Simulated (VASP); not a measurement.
# Al7As8 (a cell with a defect) in VASP: a series of runs

The runs below take Al7As8 (a cell with a defect) through relaxation of the atoms, with PBE.

Everything below comes from runs of VASP 6.6.1. Logs are shortened: lines on timing, memory, paths and dates and some standing lists are left out, and cuts for length are marked.

## 1. The cell of the first run

The cell holds a defect, 15 atoms: a = 8.100 Å, b = 8.100 Å, c = 8.100 Å, α = 60.00°, β = 60.00°, γ = 60.00°.

## 2. Relaxation of the atoms, PBE, collinear spin (atoms taken out)

INCAR reads:

```
PREC = Accurate
ENCUT = 520
EDIFF = 1E-6
ISMEAR = 0
SIGMA = 0.01
LREAL = Auto
LASPH = T
NELM = 150
ALGO = Fast
ISIF = 2
LWAVE = F
LCHARG = F
ISPIN = 2
MAGMOM = 0 0 0 0 0 0 0 0.25 0 0 0 0.25 0.25 0.25 0
LORBIT = 11
GGA = PE
IBRION = 2
NSW = 65
EDIFFG = -0.025
NELECT = 63.0
```

KPOINTS reads:

```
regular mesh
0
Gamma
  2 2 2
```

POSCAR reads:

```
Al7As8
1.0
    0.0000000000      5.7279123210     -5.7279123210
    5.7279123210      5.7279123210      0.0000000000
    5.7279123210      0.0000000000     -5.7279123210
Al As
7 8
Direct
    0.0043630257      0.4956369743      0.5043630257
    0.4956369743      0.0043630257      0.5043630257
    0.4956369743      0.4956369743      0.5043630257
    0.0043630257      0.0043630257      0.9956369743
    0.0043630257      0.4956369743      0.9956369743
    0.4956369743      0.0043630257      0.9956369743
    0.5000000000      0.5000000000      1.0000000000
    0.1205892785      0.1205892785      0.1382321644
    0.1232498070      0.6255833977      0.1255833977
    0.6255833977      0.1232498070      0.1255833977
    0.6255833977      0.6255833977      0.1255833977
    0.1205892785      0.1205892785      0.6205892785
    0.1205892785      0.6382321644      0.6205892785
    0.6382321644      0.1205892785      0.6205892785
    0.6255833977      0.6255833977      0.6232498070
```

Potentials or basis: VASP PAW PBE potentials, release 64 (Al, As).

On the command line:

```console
$ cat potpaw_PBE.64/Al/POTCAR potpaw_PBE.64/As/POTCAR > POTCAR
$ mpirun -np 1 vasp_std > vasp.out
```

OUTCAR:

```text
PREC = Accurate
   ENCUT = 520
   EDIFF = 1E-6
   ISMEAR = 0
   LREAL = Auto
   LASPH = T
   NELM = 150
   ISIF = 2
   ISPIN = 2
   LORBIT = 11
   GGA = PE
   IBRION = 2
   NSW = 65
   EDIFFG = -0.025
   NELECT = 63.0

 ion  position               nearest neighbor table
   1  0.004  0.496  0.504-  13 2.48  12 2.48   9 2.51  15 2.51
   2  0.496  0.004  0.504-  14 2.48  12 2.48  10 2.51  15 2.51
   3  0.496  0.496  0.504-  13 2.48  14 2.48  11 2.51  15 2.51
   4  0.004  0.004  0.996-   8 2.48  12 2.48  10 2.51   9 2.51
   5  0.004  0.496  0.996-   8 2.48  13 2.48  11 2.51   9 2.51
   6  0.496  0.004  0.996-   8 2.48  14 2.48  11 2.51  10 2.51
   7  0.500  0.500  0.000-   9 2.49  10 2.49  15 2.49  11 2.49
   8  0.121  0.121  0.138-   4 2.48   5 2.48   6 2.48
   9  0.123  0.626  0.126-   7 2.49   4 2.51   1 2.51   5 2.51
  10  0.626  0.123  0.126-   7 2.49   4 2.51   2 2.51   6 2.51
  11  0.626  0.626  0.126-   7 2.49   5 2.51   6 2.51   3 2.51
  12  0.121  0.121  0.621-   1 2.48   2 2.48   4 2.48
  13  0.121  0.638  0.621-   1 2.48   3 2.48   5 2.48
  14  0.638  0.121  0.621-   2 2.48   3 2.48   6 2.48
  15  0.626  0.626  0.623-   7 2.49   2 2.51   1 2.51   3 2.51

  LATTYP: Found a face centered cubic cell.
 ALAT       =    11.4558246420

  Lattice vectors:

 A1 = (   0.0000000000,   5.7279123210,  -5.7279123210)
 A2 = (   5.7279123210,   5.7279123210,   0.0000000000)
 A3 = (   5.7279123210,   0.0000000000,  -5.7279123210)

Analysis of symmetry for initial positions (statically):
=====================================================================
 Subroutine PRICEL returns:
 Original cell was already a primitive cell.

 Routine SETGRP: Setting up the symmetry group for a
 face centered cubic supercell.

 Subroutine GETGRP returns: Found 24 space group operations
 (whereof  4 operations were pure point group operations)
 out of a pool of 48 trial point group operations.

The static configuration has the point symmetry C_2v.
 The point group associated with its full space group is T_d .

Analysis of symmetry for dynamics (positions and initial velocities):
=====================================================================
 Subroutine PRICEL returns:
 Original cell was already a primitive cell.

 Routine SETGRP: Setting up the symmetry group for a
 face centered cubic supercell.

 Subroutine GETGRP returns: Found 24 space group operations
 (whereof  4 operations were pure point group operations)
 out of a pool of 48 trial point group operations.

The dynamic configuration has the point symmetry C_2v.
 The point group associated with its full space group is T_d .

Analysis of structural, dynamic, and magnetic symmetry:
=====================================================================
 Subroutine PRICEL returns:
 Original cell was already a primitive cell.

 Routine SETGRP: Setting up the symmetry group for a
 face centered cubic supercell.

 Subroutine GETGRP returns: Found 24 space group operations
 (whereof  4 operations were pure point group operations)
 out of a pool of 48 trial point group operations.

The overall configuration has the point symmetry C_2v.
 The point group associated with its full space group is T_d .

 Subroutine INISYM returns: Found 24 space group operations
 (whereof  4 operations are pure point group operations),
 and found     1 'primitive' translations

----------------------------------------------------------------------------------------

                                     Primitive cell

  volume of cell :     375.8539

  direct lattice vectors                    reciprocal lattice vectors
     0.000000000  5.727912321 -5.727912321    -0.087291839  0.087291839 -0.087291839
     5.727912321  5.727912321  0.000000000     0.087291839  0.087291839  0.087291839
     5.727912321  0.000000000 -5.727912321     0.087291839 -0.087291839 -0.087291839

  length of vectors
     8.100491288  8.100491288  8.100491288     0.151193900  0.151193900  0.151193900

  position of ions in fractional coordinates (direct lattice)
     0.004363026  0.495636974  0.504363026
     0.495636974  0.004363026  0.504363026
     0.495636974  0.495636974  0.504363026
     0.004363026  0.004363026  0.995636974
     0.004363026  0.495636974  0.995636974
     0.495636974  0.004363026  0.995636974
     0.500000000  0.500000000  0.000000000
     0.120589278  0.120589278  0.138232164
     0.123249807  0.625583398  0.125583398
[... 58 lines left out ...]
   total plane-waves  NPLWV = 216000
   dimension x,y,z NGX =    60 NGY =   60 NGZ =   60
   dimension x,y,z NGXF=   120 NGYF=  120 NGZF=  120
   ions per type =               7   8
   NGX,Y,Z   is equivalent  to a cutoff of  12.31, 12.31, 12.31 a.u.
   NGXF,Y,Z  is equivalent  to a cutoff of  24.63, 24.63, 24.63 a.u.
 SYSTEM =  unknown system
   PREC   = accura    normal or accurate (medium, high low for compatibility)
   ISTART =      0    job   : 0-new  1-cont  2-samecut
   ICHARG =      2    charge: 1-file 2-atom 10-const
   ISPIN  =      2    spin polarized calculation?
   LNONCOLLINEAR =      F non collinear calculations
   LSORBIT =      F    spin-orbit coupling
   LASPH  =      T    aspherical Exc in radial PAW
   ENCUT  =  520.0 eV  38.22 Ry    6.18 a.u.  15.06 15.06 15.06*2*pi/ulx,y,z
   NELM   =    150;   NELMIN=  2; NELMDL= -5     # of ELM steps
   EDIFF  = 0.1E-05   stopping-criterion for ELM
   LREAL  =      T    real-space projection
   EDIFFG = -.3E-01   stopping-criterion for IOM
   NSW    =     65    number of steps for IOM
   IBRION =      2    ionic relax: 0-MD 1-quasi-New 2-CG
   NFREE  =      1    steps in history (QN), initial steepest desc. (CG)
   ISIF   =      2    stress and relaxation
   ISYM   =      2    0-nonsym 1-usesym 2-fastsym
   POTIM  = 0.5000    time-step for ionic-motion
   TEBEG  =    0.0;   TEEND  =   0.0 temperature during run
   PSTRESS=    0.0 pullay stress
   NELECT =      63.0000    total number of electrons
   NUPDOWN=      -1.0000    fix difference up-down
   EMIN   =  10.00;   EMAX   =-10.00  energy-range for DOS
   EFERMI =   0.00;   METHOD = LEGACY
   ISMEAR =     0;   SIGMA  =   0.01  broadening in eV -4-tet -1-fermi 0-gaus
   EFERMI_NEDOS =   21; number of points for ismear=-14 and -15
   IALGO  =     68    algorithm
   IMIX   =      4    mixing-type and parameters
     AMIX     =   0.40;   BMIX     =  1.00
     AMIX_MAG =   1.60;   BMIX_MAG =  1.00
  volume/ion in A,a.u.               =      25.06       169.09
  Fermi-wavevector in a.u.,A,eV,Ry     =   0.902642  1.705745 11.085507  0.814762
  Thomas-Fermi vector in A             =   2.025870
   LORBIT       =     11    0 simple, 1 ext, 2 COOP (PROOUT), +10 PAW based schemes
   GGA     = PE    functional components
   LHFCALC =     F    Hartree Fock is set to
   AEXX    =    0.0000 exact exchange contribution
   IVDW    =     0    specifies the selected vdW correction
   LEPSILON=     F    determine dielectric tensor
   LRPA    =     F    only Hartree local field effects (RPA)
 conjugate gradient relaxation of ions
 spin polarized calculation
 RMM-DIIS sequential band-by-band and
 Gauss-broadening in eV      SIGMA  =   0.01
  energy-cutoff  :      520.00
  volume of cell :      375.85
 maximum number of plane-waves:     10140
   NGX = 31   NGY = 31   NGZ = 31

--------------------------------------- Ionic step        1  -------------------------------------------

 number of electron      62.9999998 magnetization       0.2499188

 Free energy of the ion-electron system (eV)
  ---------------------------------------------------
  ext. energy  EPLUGINS =         0.00000000
  ---------------------------------------------------
  free energy    TOTEN  =       -60.13130118 eV

  energy without entropy =      -60.12905416  energy(sigma->0) =      -60.13017767

------------------------ aborting loop because EDIFF is reached ----------------------------------------

  FORCE on cell =-STRESS in cart. coord.  units (eV):
  Direction    XX          YY          ZZ          XY          YZ          ZX
  --------------------------------------------------------------------------------------
  -------------------------------------------------------------------------------------
  Total       13.0801166     13.0801166     13.0801166     -0.0000000     -0.0000000     -0.0000000
  in kB       55.7574773     55.7574773     55.7574773     -0.0000000     -0.0000000     -0.0000000
  external PRESSURE =      55.7574773 kB  Pullay stress =       0.0000000 kB
[... 232 lines left out ...]
--------------------------------------- Ionic step        6  -------------------------------------------

 number of electron      62.9999995 magnetization       0.2500000

 Free energy of the ion-electron system (eV)
  ---------------------------------------------------
  ext. energy  EPLUGINS =         0.00000000
  ---------------------------------------------------
  free energy    TOTEN  =       -60.27049354 eV

  energy without entropy =      -60.26824652  energy(sigma->0) =      -60.26937003

 E-fermi :   3.5234     XC(G=0):  -8.8171

 val. band max:        3.5186687536   @ k =   0.5000   0.0000   0.0000
 cond. band min:       3.6844225757   @ k =   0.0000   0.0000   0.0000
 fundamental gap:      0.1657538220
 Fermi energy:         3.5234380576

 spin component 1

 k-point     1 :       0.0000    0.0000    0.0000
  band No.  band energies     occupation
      1      -8.4413      1.00000
      2      -7.1640      1.00000
      3      -7.1640      1.00000
      4      -7.1640      1.00000
      5      -6.8880      1.00000
      6      -6.4844      1.00000
[... 118 lines left out ...]
     39       7.3707      0.00000
     40       7.4189      0.00000
 Fermi energy:         3.5234380576

 spin component 2

 k-point     1 :       0.0000    0.0000    0.0000
  band No.  band energies     occupation
      1      -8.4312      1.00000
      2      -7.1569      1.00000
      3      -7.1569      1.00000
      4      -7.1569      1.00000
      5      -6.8595      1.00000
      6      -6.4522      1.00000
[... 160 lines left out ...]
  FREE ENERGIE OF THE ION-ELECTRON SYSTEM (eV)
  ---------------------------------------------------
  free  energy   TOTEN  =       -60.2704935420 eV

  energy  without entropy=      -60.2682465223  energy(sigma->0) =      -60.26937003

 reached required accuracy - stopping structural energy minimisation

 total charge

# of ion       s       p       d       tot
------------------------------------------
    1        0.408   0.363   0.000   0.771
    2        0.408   0.363   0.000   0.771
    3        0.408   0.363   0.000   0.771
    4        0.408   0.363   0.000   0.771
    5        0.408   0.363   0.000   0.771
    6        0.408   0.363   0.000   0.771
    7        0.404   0.369   0.000   0.773
    8        1.232   1.593   0.023   2.848
    9        1.194   1.672   0.022   2.887
   10        1.194   1.672   0.022   2.887
   11        1.194   1.672   0.022   2.887
   12        1.232   1.593   0.023   2.848
   13        1.232   1.593   0.023   2.848
   14        1.232   1.593   0.023   2.848
   15        1.194   1.672   0.022   2.887
--------------------------------------------------
tot         12.556  15.603   0.177  28.335

 magnetization (x)

# of ion       s       p       d       tot
------------------------------------------
    1       -0.000   0.001   0.000   0.001
    2       -0.000   0.001   0.000   0.001
    3       -0.000   0.001   0.000   0.001
    4       -0.000   0.001   0.000   0.001
    5       -0.000   0.001   0.000   0.001
    6       -0.000   0.001   0.000   0.001
    7       -0.000   0.000   0.000   0.000
    8        0.002   0.027   0.000   0.029
    9       -0.000   0.000   0.000   0.000
   10       -0.000   0.000   0.000   0.000
   11       -0.000   0.000   0.000   0.000
   12        0.002   0.027   0.000   0.029
   13        0.002   0.027   0.000   0.029
   14        0.002   0.027   0.000   0.029
   15       -0.000   0.000   0.000   0.000
--------------------------------------------------
tot          0.006   0.117   0.000   0.123
```

It took 15 min on 1 thread of Oxide Virtual Turin-like, shared host; peak memory 0.64 GiB.

What came out:

```yaml
Free_energy: -60.2705 eV
Energy_gained_by_relaxing: 9.3 meV/atom
Ionic_steps: 6
Largest_force_after_relaxing: 0.025 eV/Å
Net_moment: 0.25 μB per cell
Site_moments: Al +0.00; As +0.03, +0.00 (each value once) μB
Valence_electrons_inside_the_program's_atomic_spheres: Al 0.77; As 2.85, 2.89 (each value once)
```

Forces on the atoms (eV/Å):
```
Al   0.000  0.000  0.005
Al  -0.005  0.000  0.000
Al   0.000  0.005  0.000
Al   0.000 -0.005  0.000
Al   0.005  0.000  0.000
Al   0.000  0.000 -0.005
Al   0.000  0.000  0.000
As  -0.001  0.001  0.001
As  -0.014  0.014 -0.014
As   0.014  0.014  0.014
As  -0.014 -0.014  0.014
As   0.001  0.001 -0.001
As  -0.001 -0.001 -0.001
As   0.001 -0.001  0.001
As   0.014 -0.014 -0.014
```

Step by step:
| step | energy change (eV) | largest force (eV/Å) | pressure (GPa) |
| --- | --- | --- | --- |
| 1 | 0.0000 | 0.5782 | 5.58 |
| 2 | -0.0853 | 0.2863 | 5.51 |
| 3 | -0.1243 | 0.2104 | 5.42 |
| 4 | -0.1343 | 0.1324 | 5.28 |
| 5 | -0.1391 | 0.0304 | 5.05 |
| 6 | -0.1392 | 0.0249 | 5.08 |

Final structure:
```
Al As
1.0
     0.00000    5.72791   -5.72791
     5.72791    5.72791    0.00000
     5.72791    0.00000   -5.72791
Al As
7 8
Direct
  0.00981 0.49019 0.50981
  0.49019 0.00981 0.50981
  0.49019 0.49019 0.50981
  0.00981 0.00981 0.99019
  0.00981 0.49019 0.99019
  0.49019 0.00981 0.99019
  0.50000 0.50000 0.00000
  0.11736 0.11736 0.14791
  0.12180 0.62607 0.12607
  0.62607 0.12180 0.12607
  0.62607 0.62607 0.12607
  0.11736 0.11736 0.61736
  0.11736 0.64791 0.61736
  0.64791 0.11736 0.61736
  0.62607 0.62607 0.62180
```

Levels at points of the mesh, in eV from the Fermi level:
Spin up:
```tsv
k point	band 28	band 29	band 30	band 31	band 32	band 33	band 34	band 35	band 36	band 37
(0.00, 0.00, 0.00)	-0.71	-0.71	0.16	0.16	0.16	1.05	1.05	1.05	1.34	1.66
(0.50, 0.00, 0.00)	-1.42	-0.82	-0.82	-0.06	-0.06	1.90	1.91	1.91	1.93	2.22
(0.50, 0.50, 0.00)	-1.59	-1.23	-1.15	-0.31	-0.31	2.08	2.21	2.82	2.82	3.06
```
Spin down:
```csv
k point,band 28,band 29,band 30,band 31,band 32,band 33,band 34,band 35,band 36,band 37
"(0.00, 0.00, 0.00)",-0.70,-0.70,0.21,0.21,0.21,1.05,1.05,1.05,1.35,1.67
"(0.50, 0.00, 0.00)",-1.40,-0.81,-0.81,0.00,0.00,1.90,1.91,1.91,1.94,2.23
"(0.50, 0.50, 0.00)",-1.57,-1.21,-1.13,-0.26,-0.26,2.08,2.21,2.82,2.82,3.06
```

Caveat: the k points lie up to 0.47 Å⁻¹ apart; the cell carries a net charge on a neutralising background, which shifts energy and pressure; the cell differs from its parent crystal (atoms taken out); the cell is charged against a uniform background, so pressure and absolute levels hang on convention.

## 3. Relaxation of the atoms, PBE, collinear spin (atoms taken out)

INCAR: that of step 2 with these lines changed.

```diff
@@ -19,2 +19 @@
 EDIFFG = -0.025
-NELECT = 63.0
```

KPOINTS reads:

```
Automatic mesh
0
Gamma
  2 2 2
```

POSCAR reads:

```
Al7As8
1.0
    0.0000000000      5.7279123210     -5.7279123210
    5.7279123210      5.7279123210      0.0000000000
    5.7279123210      0.0000000000     -5.7279123210
Al As
7 8
Direct
    0.0000000000      0.5000000000      0.5000000000
    0.5000000000      0.0000000000      0.5000000000
    0.5000000000      0.5000000000      0.5000000000
    0.0000000000      0.0000000000      1.0000000000
    0.0000000000      0.5000000000      1.0000000000
    0.5000000000      0.0000000000      1.0000000000
    0.5000000000      0.5000000000      1.0000000000
    0.1250000000      0.1250000000      0.1250000000
    0.1250000000      0.6250000000      0.1250000000
    0.6250000000      0.1250000000      0.1250000000
    0.6250000000      0.6250000000      0.1250000000
    0.1250000000      0.1250000000      0.6250000000
    0.1250000000      0.6250000000      0.6250000000
    0.6250000000      0.1250000000      0.6250000000
    0.6250000000      0.6250000000      0.6250000000
```

Potentials or basis: VASP PAW PBE potentials, release 64 (Al, As).

On the command line:

```console
$ cat potpaw_PBE.64/Al/POTCAR potpaw_PBE.64/As/POTCAR > POTCAR
$ mpirun -np 1 vasp_std > vasp.out
```

Wall time 7.5 min (1 thread of Oxide Virtual Turin-like, shared host); peak memory 0.63 GiB.

The run converged. Its results:

- Free energy: -67.1570 eV
- Energy gained by relaxing: 0.1 meV/atom
- Ionic steps: 3
- Pressure after relaxing: -0.6 GPa
- Largest force after relaxing: 0.010 eV/Å
- Net moment: 0.25 μB per cell
- Site moments: Al +0.00; As +0.03, -0.00 (each value once) μB
- Valence electrons inside the program's atomic spheres: Al 0.76; As 2.77, 2.88 (each value once)

Forces in eV/Å, atoms in the order of the input:
```
Al   0.000  0.000  0.002
Al  -0.002  0.000  0.000
Al   0.000  0.002  0.000
Al   0.000 -0.002  0.000
Al   0.002  0.000  0.000
Al   0.000  0.000 -0.002
Al   0.000  0.000  0.000
As   0.001 -0.001 -0.001
As  -0.006  0.006 -0.006
As   0.006  0.006  0.006
As  -0.006 -0.006  0.006
As  -0.001 -0.001  0.001
As   0.001  0.001  0.001
As  -0.001  0.001 -0.001
As   0.006 -0.006 -0.006
```

The path:
| step | energy change (eV) | largest force (eV/Å) | pressure (GPa) |
| --- | --- | --- | --- |
| 1 | 0.0000 | 0.0778 | -0.61 |
| 2 | -0.0013 | 0.0309 | -0.62 |
| 3 | -0.0015 | 0.0098 | -0.63 |

Final structure:
```
Al As
1.0
     0.00000    5.72791   -5.72791
     5.72791    5.72791    0.00000
     5.72791    0.00000   -5.72791
Al As
7 8
Direct
  0.99946 0.50054 0.49946
  0.50054 0.99946 0.49946
  0.50054 0.50054 0.49946
  0.99946 0.99946 0.00054
  0.99946 0.50054 0.00054
  0.50054 0.99946 0.00054
  0.50000 0.50000 0.00000
  0.12491 0.12491 0.12527
  0.12489 0.62504 0.12504
  0.62504 0.12489 0.12504
  0.62504 0.62504 0.12504
  0.12491 0.12491 0.62491
  0.12491 0.62527 0.62491
  0.62527 0.12491 0.62491
  0.62504 0.62504 0.62489
```

Levels at points of the mesh, in eV from the Fermi level:
Spin up:
```csv
k point,band 27,band 28,band 29,band 30,band 31,band 32,band 33,band 34
"(0.00, 0.00, 0.00)",-0.58,-0.58,-0.58,0.33,0.33,0.33,1.46,1.46
"(0.50, 0.00, 0.00)",-1.31,-1.13,-0.72,-0.72,0.13,0.13,2.23,2.27
"(0.50, 0.50, 0.00)",-1.39,-1.38,-1.15,-1.07,-0.08,-0.08,2.45,2.55
```
Spin down:
| k point | band 28 | band 29 | band 30 | band 31 | band 32 | band 33 |
| --- | --- | --- | --- | --- | --- | --- |
| (0.00, 0.00, 0.00) | -0.57 | -0.57 | 0.40 | 0.40 | 0.40 | 1.47 |
| (0.50, 0.00, 0.00) | -1.06 | -0.71 | -0.71 | 0.20 | 0.20 | 2.23 |
| (0.50, 0.50, 0.00) | -1.31 | -1.14 | -1.06 | 0.00 | 0.00 | 2.46 |

Caveat: the k points lie up to 0.47 Å⁻¹ apart; the cell differs from its parent crystal (atoms taken out).
